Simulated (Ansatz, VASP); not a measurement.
**One calculation of O, two programs**

INCAR

```
SYSTEM = O
ALGO = Normal
EDIFF = 1E-8
ENCUT = 520
GGA = PE
ISIF = 2
ISMEAR = -1
LASPH = .True.
LCHARG = .False.
LEFG = .True.
LREAL = .False.
LWAVE = .False.
NBANDS = 13
NELM = 60
PREC = Accurate
SIGMA = 0.01
```

File KPOINTS:

```
k-points
0
Gamma
  12 12 12
  0 0 0
```

POSCAR

```
O
1.0
    0.0000000000      2.1075500000      3.3448500000
    1.4783500000      0.0000000000      3.3448500000
    1.4783500000      2.1075500000      0.0000000000
O
2
Direct
    0.0871000000      0.0871000000      0.9129000000
    0.8858428079      0.9399571921      0.1141571921
```

Input for Ansatz:

```yaml
crystal:
  lattice:
    - [0.0, 2.10755, 3.34485]
    - [1.47835, 0.0, 3.34485]
    - [1.47835, 2.10755, 0.0]
  atoms:
    - { symbol: O, position: [0.0871, 0.0871, 0.9129] }
    - { symbol: O, position: [0.8858428079, 0.9399571921, 0.1141571921] }
kpoints:
  mp_grid: { grid: [12, 12, 12] }
scf:
  occupations: { method: fermi_dirac, width: 0.01 }
hamiltonian:
  xc: pbe
  pseudopotentials: { kind: all_electron, datasets: crystal }
output:
  forces: true
  stress: true
  eigenvalues: true
  efg: { contact_densities: true }
```

Alike in both runs: task electric field gradients; functional PBE; k mesh 12 × 12 × 12; occupations fermi-dirac, width 0.01 eV; no spin polarisation.

```csv
,VASP,Ansatz
version,VASP 6.6.1,Ansatz 0.2.0
potentials or method,"VASP PAW PBE potentials, release 64 (O), cutoff 520 eV","all-electron PAW with datasets made for the crystal, scalar-relativistic"
```

|  | VASP | Ansatz | Ansatz less VASP |
| --- | --- | --- | --- |
| pressure (GPa) | 17.4 | 12.4 | -5.04 |
| traceless stress, the component that is largest in VASP (GPa) | 41.76 | 30.90 | -10.861 |
| rms of the force components (eV/Å) | 3.141 | 2.073 | -1.0674 |
| size of Vzz on the site where it differs most (V/Å²) | 114.3 | 108.0 | -6.33 |

Atom by atom the forces differ by 1.071 eV/Å (rms over components). Ansatz ran all-electron here, and VASP with PAW potentials.

Noted on VASP's run: the standard files for N, O and F lose accuracy on very short bonds; spin is off for a triplet molecule.
